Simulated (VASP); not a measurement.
# H10C3 in VASP: notebook

The runs below take H10C3 through single point, relaxation of the atoms, with PBE+D3(BJ).

All numbers are computed with VASP 6.6.1; they aren't measurements. Logs are shortened: lines on timing, memory, paths and dates and some standing lists are left out, and cuts for length are marked.

## 1. The cell of the first run

The cell holds an amorphous packing of atoms, 39 atoms: a = 7.747 Å, b = 7.747 Å, c = 7.747 Å, α = 90.00°, β = 90.00°, γ = 90.00°.

## 2. Single point, PBE+D3(BJ)

Contents of INCAR:

```
SYSTEM = H10C3
PREC = Accurate
ENCUT = 520
EDIFF = 1E-6
ISMEAR = -1
SIGMA = 0.05
LREAL = Auto
LASPH = .True.
NELM = 80
ALGO = Normal
ISIF = 2
LWAVE = .False.
LCHARG = .False.
GGA = PE
IVDW = 12
NBANDS = 58
```

Contents of KPOINTS:

```
Automatic mesh
0
Gamma
  1 1 1
  0 0 0
```

Contents of POSCAR:

```
H10C3
1.0
    7.7473110000      0.0000000000      0.0000000000
    0.0000000000      7.7473110000      0.0000000000
    0.0000000000      0.0000000000      7.7473110000
C H
9 30
Direct
    0.3717272284      0.9599542547      0.2162177453
    0.6017848572      0.3935964848      0.4023121331
    0.0577696763      0.7737073807      0.7484177551
    0.0252725458      0.3616304670      0.1718889206
    0.0044177923      0.2037537199      0.0561486303
    0.6184688939      0.0314779307      0.8347200940
    0.6365745563      0.0403421644      0.6393564310
    0.5212438477      0.5735661897      1.0349167662
    0.5238143489      0.6032836457      0.8408255478
    0.5096532992      0.9300136510      0.2174835468
    0.3377258527      1.0141326036      0.0906062471
    0.3436214905      1.0537001349      0.3177799281
    0.2974833815      0.8416058530      0.2372433931
    0.5572168370      0.3776184261      0.5346022276
    0.5105951512      0.4744199043      0.3323961663
    0.6116404422      0.2672666866      0.3395403829
    0.7287701571      0.4545320639      0.4049378158
   -0.0563828282      0.6984984520      0.7135429257
    0.0351638649      0.8403456716      0.8707951742
    0.0844367588      0.8685250217      0.6472810362
    0.1683046443      0.6872601277      0.7618363880
    0.0743969863      0.4729318155      0.0994834476
   -0.0985911308      0.3991064813      0.2280625301
    0.1147748912      0.3363689631      0.2786693754
   -0.0446183660      0.0925147613      0.1289089964
   -0.0863657380      0.2288550430     -0.0493504230
    0.1278003226      0.1660433025     -0.0016885194
    0.6339412459      0.1590474128      0.8945633352
    0.4904816823     -0.0169152762      0.8693678584
    0.7146619348     -0.0551210744      0.8917971280
    0.6232512605     -0.0865790623      0.5779250599
    0.5352732138      0.1224843190      0.5857772725
    0.7614319350      0.0959552009      0.6007018275
    0.5474606457      0.6929165405      1.1052957946
    0.3951553048      0.5259628915      1.0787349037
    0.6193208831      0.4796737461      1.0735352740
    0.4974341984      0.4832048760      0.7711302669
    0.4268794339      0.6985533249      0.8019338958
    0.6498762986      0.6516058001      0.7990274214
```

Potentials or basis: VASP PAW PBE potentials, release 64 (C, H).

Command:

```bash
$ cat potpaw_PBE.64/C/POTCAR potpaw_PBE.64/H/POTCAR > POTCAR
$ mpirun -np 1 vasp_gam > vasp.out
```

OUTCAR:

```text
SYSTEM = H10C3
   PREC = Accurate
   ENCUT = 520
   EDIFF = 1E-6
   ISMEAR = -1
   LREAL = Auto
   LASPH = .True.
   NELM = 80
   ISIF = 2
   GGA = PE
   IVDW = 12
 IVDW          = 12

 ion  position               nearest neighbor table
   1  0.372  0.960  0.216-  11 1.09  12 1.09  10 1.09  13 1.09
   2  0.602  0.394  0.402-  15 1.09  14 1.09  17 1.09  16 1.10
   3  0.058  0.774  0.748-  21 1.09  18 1.09  19 1.09  20 1.09
   4  0.025  0.362  0.172-  23 1.09  22 1.10  24 1.10   5 1.53
   5  0.004  0.204  0.056-  27 1.10  26 1.10  25 1.10   4 1.53
   6  0.618  0.031  0.835-  29 1.09  30 1.10  28 1.10   7 1.52
   7  0.637  0.040  0.639-  32 1.09  31 1.10  33 1.10   6 1.52
   8  0.521  0.574  0.035-  34 1.09  36 1.09  35 1.10   9 1.52
   9  0.524  0.603  0.841-  37 1.09  39 1.09  38 1.10   8 1.52
  10  0.510  0.930  0.217-   1 1.09
  11  0.338  0.014  0.091-   1 1.09
  12  0.344  0.054  0.318-   1 1.09
  13  0.297  0.842  0.237-   1 1.09
  14  0.557  0.378  0.535-   2 1.09
  15  0.511  0.474  0.332-   2 1.09
[... 22 lines left out ...]
  38  0.427  0.699  0.802-   9 1.10
  39  0.650  0.652  0.799-   9 1.09

  LATTYP: Found a simple cubic cell.
 ALAT       =     7.7473110000

  Lattice vectors:

 A1 = (   7.7473110000,   0.0000000000,   0.0000000000)
 A2 = (   0.0000000000,   7.7473110000,   0.0000000000)
 A3 = (   0.0000000000,   0.0000000000,   7.7473110000)

Analysis of symmetry for initial positions (statically):
=====================================================================
 Subroutine PRICEL returns:
 Original cell was already a primitive cell.

 Routine SETGRP: Setting up the symmetry group for a
 simple cubic supercell.

 Subroutine GETGRP returns: Found  1 space group operations
 (whereof  1 operations were pure point group operations)
 out of a pool of 48 trial point group operations.

The static configuration has the point symmetry C_1 .

Analysis of symmetry for dynamics (positions and initial velocities):
=====================================================================
 Subroutine PRICEL returns:
 Original cell was already a primitive cell.

 Routine SETGRP: Setting up the symmetry group for a
 simple cubic supercell.

 Subroutine GETGRP returns: Found  1 space group operations
 (whereof  1 operations were pure point group operations)
 out of a pool of 48 trial point group operations.

The dynamic configuration has the point symmetry C_1 .

 Subroutine INISYM returns: Found  1 space group operations
 (whereof  1 operations are pure point group operations),
 and found     1 'primitive' translations

----------------------------------------------------------------------------------------

                                     Primitive cell

  volume of cell :     465.0000

  direct lattice vectors                    reciprocal lattice vectors
     7.747311000  0.000000000  0.000000000     0.129077044  0.000000000  0.000000000
     0.000000000  7.747311000  0.000000000     0.000000000  0.129077044  0.000000000
     0.000000000  0.000000000  7.747311000     0.000000000  0.000000000  0.129077044

  length of vectors
     7.747311000  7.747311000  7.747311000     0.129077044  0.129077044  0.129077044

  position of ions in fractional coordinates (direct lattice)
     0.371727228  0.959954255  0.216217745
     0.601784857  0.393596485  0.402312133
     0.057769676  0.773707381  0.748417755
     0.025272546  0.361630467  0.171888921
     0.004417792  0.203753720  0.056148630
     0.618468894  0.031477931  0.834720094
[... 31 lines left out ...]
     0.426879434  0.698553325  0.801933896
     0.649876299  0.651605800  0.799027421

  ion indices of the primitive-cell ions
   primitive index   ion index
                 1           1
                 2           2
                 3           3
                 4           4
                 5           5
                 6           6
[... 31 lines left out ...]
                38          38
                39          39

----------------------------------------------------------------------------------------

 KPOINTS: Automatic mesh

Automatic generation of k-mesh.
 Grid dimensions read from file:
 generate k-points for:    1    1    1

 Generating k-lattice:

  Cartesian coordinates                     Fractional coordinates (reciprocal lattice)
     0.129077044  0.000000000  0.000000000     1.000000000  0.000000000  0.000000000
     0.000000000  0.129077044  0.000000000     0.000000000  1.000000000  0.000000000
     0.000000000  0.000000000  0.129077044     0.000000000  0.000000000  1.000000000

  Length of vectors
     0.129077044  0.129077044  0.129077044

  Shift w.r.t. Gamma in fractional coordinates (k-lattice)
     0.000000000  0.000000000  0.000000000

 Subroutine IBZKPT returns following result:
 ===========================================

 Found      1 irreducible k-points:

 Following reciprocal coordinates:
            Coordinates               Weight
  0.000000  0.000000  0.000000      1.000000
   k-points           NKPTS =      1   k-points in BZ     NKDIM =      1   number of bands    NBANDS=     58
   number of dos      NEDOS =    301   number of ions     NIONS =     39
   total plane-waves  NPLWV = 216000
   dimension x,y,z NGX =    60 NGY =   60 NGZ =   60
   dimension x,y,z NGXF=   120 NGYF=  120 NGZF=  120
   ions per type =               9  30
   NGX,Y,Z   is equivalent  to a cutoff of  12.88, 12.88, 12.88 a.u.
   NGXF,Y,Z  is equivalent  to a cutoff of  25.75, 25.75, 25.75 a.u.
 SYSTEM =  H10C3
   PREC   = accura    normal or accurate (medium, high low for compatibility)
   ISTART =      0    job   : 0-new  1-cont  2-samecut
   ICHARG =      2    charge: 1-file 2-atom 10-const
   ISPIN  =      1    spin polarized calculation?
   LNONCOLLINEAR =      F non collinear calculations
   LSORBIT =      F    spin-orbit coupling
   LASPH  =      T    aspherical Exc in radial PAW
   ENCUT  =  520.0 eV  38.22 Ry    6.18 a.u.  14.40 14.40 14.40*2*pi/ulx,y,z
   NELM   =     80;   NELMIN=  2; NELMDL= -5     # of ELM steps
   EDIFF  = 0.1E-05   stopping-criterion for ELM
   LREAL  =      T    real-space projection
   EDIFFG = 0.1E-04   stopping-criterion for IOM
   NSW    =      0    number of steps for IOM
   IBRION =     -1    ionic relax: 0-MD 1-quasi-New 2-CG
   NFREE  =      0    steps in history (QN), initial steepest desc. (CG)
   ISIF   =      2    stress and relaxation
   ISYM   =      2    0-nonsym 1-usesym 2-fastsym
   POTIM  = 0.5000    time-step for ionic-motion
   TEBEG  =    0.0;   TEEND  =   0.0 temperature during run
   PSTRESS=    0.0 pullay stress
   NELECT =      66.0000    total number of electrons
   NUPDOWN=      -1.0000    fix difference up-down
   EMIN   =  10.00;   EMAX   =-10.00  energy-range for DOS
   EFERMI =   0.00;   METHOD = LEGACY
   ISMEAR =    -1;   SIGMA  =   0.05  broadening in eV -4-tet -1-fermi 0-gaus
   EFERMI_NEDOS =   21; number of points for ismear=-14 and -15
   IALGO  =     38    algorithm
   IMIX   =      4    mixing-type and parameters
     AMIX     =   0.40;   BMIX     =  1.00
     AMIX_MAG =   1.60;   BMIX_MAG =  1.00
  volume/ion in A,a.u.               =      11.92        80.46
  Fermi-wavevector in a.u.,A,eV,Ry     =   0.853962  1.613754  9.922061  0.729251
  Thomas-Fermi vector in A             =   1.970485
   LORBIT       =      0    0 simple, 1 ext, 2 COOP (PROOUT), +10 PAW based schemes
   GGA     = PE    functional components
   LHFCALC =     F    Hartree Fock is set to
   AEXX    =    0.0000 exact exchange contribution
   IVDW    =    12    specifies the selected vdW correction
   LEPSILON=     F    determine dielectric tensor
   LRPA    =     F    only Hartree local field effects (RPA)
 non-spin polarized calculation
  energy-cutoff  :      520.00
  volume of cell :      465.00
 maximum number of plane-waves:      6267
 NGX is ok and might be reduce to    60
   NGX = 29   NGY = 29   NGZ = 29

 number of electron      65.9999998 magnetization

 Free energy of the ion-electron system (eV)
  ---------------------------------------------------
  ext. energy  EPLUGINS =         0.00000000
  ---------------------------------------------------
  free energy    TOTEN  =      -193.20591469 eV

  energy without entropy =     -193.20591469  energy(sigma->0) =     -193.20591469

 E-fermi :  -4.2679     XC(G=0):  -5.6999

 val. band max:       -5.4894180220   @ k =   0.0000   0.0000   0.0000
 cond. band min:       0.9649756566   @ k =   0.0000   0.0000   0.0000
 fundamental gap:      6.4543936787
 Fermi energy:        -4.2678583059

 k-point     1 :       0.0000    0.0000    0.0000
  band No.  band energies     occupation
      1     -16.3550      2.00000
      2     -16.2291      2.00000
      3     -16.1347      2.00000
      4     -14.7515      2.00000
      5     -14.7378      2.00000
      6     -14.6934      2.00000
[... 37 lines left out ...]
     44       4.3670      0.00000
     45       4.5161      0.00000
 [bands above 45 left out]

------------------------ aborting loop because EDIFF is reached ----------------------------------------

 Edisp (eV)   -1.18723

 E8    (eV) :    -0.2556

  FORCE on cell =-STRESS in cart. coord.  units (eV):
  Direction    XX          YY          ZZ          XY          YZ          ZX
  --------------------------------------------------------------------------------------
  -------------------------------------------------------------------------------------
  Total       1.22213     1.86150     2.84906    -0.36237    -0.88067    -0.33431
  in kB       4.21090     6.41388     9.81655    -1.24855    -3.03440    -1.15187
  external pressure =        6.81 kB  Pullay stress =        0.00 kB

 VOLUME and BASIS-vectors are now :
 -----------------------------------------------------------------------------
  energy-cutoff  :      520.00
  volume of cell :      465.00
      direct lattice vectors                 reciprocal lattice vectors
     7.747311000  0.000000000  0.000000000     0.129077044  0.000000000  0.000000000
     0.000000000  7.747311000  0.000000000     0.000000000  0.129077044  0.000000000
     0.000000000  0.000000000  7.747311000     0.000000000  0.000000000  0.129077044

 POSITION                                       TOTAL-FORCE (eV/Angst)
 -----------------------------------------------------------------------------------
      2.87989      7.43706      1.67511        -0.014922     -0.001421      0.070870
      4.66221      3.04931      3.11684        -0.065324     -0.004413      0.038059
      0.44756      5.99415      5.79823        -0.018716     -0.008161     -0.008545
      0.19579      2.80166      1.33168        -0.012035     -0.058451     -0.028423
      0.03423      1.57854      0.43500         0.042479      0.095885     -0.001293
      4.79147      0.24387      6.46684         0.033386     -0.023680     -0.067145
[... 31 lines left out ...]
      3.30717      5.41191      6.21283         0.017609      0.012452     -0.046649
      5.03479      5.04819      6.19031         0.055724     -0.037482     -0.074040
 -----------------------------------------------------------------------------------
    total drift:                               -0.001528      0.015293     -0.000157

  FREE ENERGIE OF THE ION-ELECTRON SYSTEM (eV)
  ---------------------------------------------------
  free  energy   TOTEN  =      -194.3931418181 eV

  energy  without entropy=     -194.3931418181  energy(sigma->0) =     -194.39314182
```

Run time: 37 s. Hardware: 1 thread of AMD EPYC 9R45 (Zen 5), shared host; peak memory 0.42 GiB.

What came out:

- Free energy: -194.3931 eV
- Pressure: 0.7 GPa
- Largest force: 0.188 eV/Å
- Band gap on the k mesh: 6.45 eV
- Dispersion energy per atom: -0.030 eV

Forces on the atoms (eV/Å):
```
C   -0.015 -0.001  0.071
C   -0.065 -0.004  0.038
C   -0.019 -0.008 -0.009
C   -0.012 -0.058 -0.028
C    0.042  0.096 -0.001
C    0.033 -0.024 -0.067
C    0.041  0.067  0.032
C    0.041 -0.031 -0.181
C   -0.033 -0.055  0.019
H    0.024  0.028  0.056
H   -0.019  0.035  0.011
H   -0.068  0.057  0.058
H   -0.021 -0.016  0.054
H   -0.048 -0.016  0.120
H   -0.036  0.081  0.027
H   -0.010  0.042 -0.002
H    0.049  0.126  0.015
H   -0.074 -0.007 -0.032
H   -0.021  0.039  0.057
H    0.009  0.052 -0.061
H    0.021 -0.048 -0.003
H    0.061  0.076 -0.059
H   -0.021  0.037  0.013
H    0.076 -0.005  0.047
H   -0.021 -0.066  0.031
H   -0.041  0.016 -0.060
H    0.046 -0.026 -0.063
H   -0.003 -0.004 -0.009
H   -0.028 -0.044  0.061
H    0.018 -0.005  0.094
H    0.064 -0.107  0.056
H   -0.030 -0.027 -0.066
H   -0.030 -0.056 -0.031
H    0.058  0.050  0.043
H   -0.032 -0.056 -0.011
H    0.027 -0.091 -0.066
H   -0.037 -0.021 -0.036
H    0.018  0.012 -0.047
H    0.056 -0.037 -0.074
```

Stress tensor (GPa, compression positive):
```
 0.42 -0.12 -0.12
-0.12  0.64 -0.30
-0.12 -0.30  0.98
```

Levels at points of the mesh, in eV from the valence-band top:
| k point | band 29 | band 30 | band 31 | band 32 | band 33 | band 34 | band 35 | band 36 | band 37 | band 38 |
| --- | --- | --- | --- | --- | --- | --- | --- | --- | --- | --- |
| (0.00, 0.00, 0.00) | -0.31 | -0.18 | -0.14 | -0.06 | 0.00 | 6.45 | 8.00 | 8.31 | 8.45 | 8.62 |

Caveat: the k points lie up to 0.81 Å⁻¹ apart.

[end of part 1 of 2]
